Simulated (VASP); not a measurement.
HPbNO4:

```
H Pb N O
1.0
     4.27531   -0.00040    0.00636
    -2.08399    5.20775   -0.04907
    -2.12377   -1.86574    4.91491
H Pb N O
1 1 1 4
Cartesian
  2.2338 -1.5247 4.4769
  0.1373 4.0030 0.6652
  -2.0197 1.5311 2.4473
  2.2736 4.7756 0.1022
  -1.9905 2.6889 2.9560
  2.2225 1.4102 1.1945
  -2.0163 0.5081 3.1892
```

Program: VASP 6.6.1. Alike in all runs: task single point; no spin polarisation; cell as given; k mesh 6 × 4 × 4; cutoff (eV) 520; smearing fermi-dirac 0.05 eV.

**Question.** Order these runs on this cell by their pressure, lowest first.
A. level RPBE; potentials or basis VASP PAW PBE potentials, release 64 (H, Pb_d, N, O)
B. level PBEsol; potentials or basis VASP PAW PBE potentials, release 64 (H, Pb_d, N, O)
C. level PBE; potentials or basis VASP PAW PBE potentials, release 64 (H, Pb_d, N, O)
D. level LDA; potentials or basis VASP PAW LDA potentials, release 64 (H, Pb_d, N, O)

**Answer.** D (-4.4 GPa), B (-1.8 GPa), C (0.6 GPa), A (3.0 GPa).

Caveats: the PAW data sets were made with another functional, which shifts forces and pressure a little (at least some runs); the cell stands under tension (at least some runs).
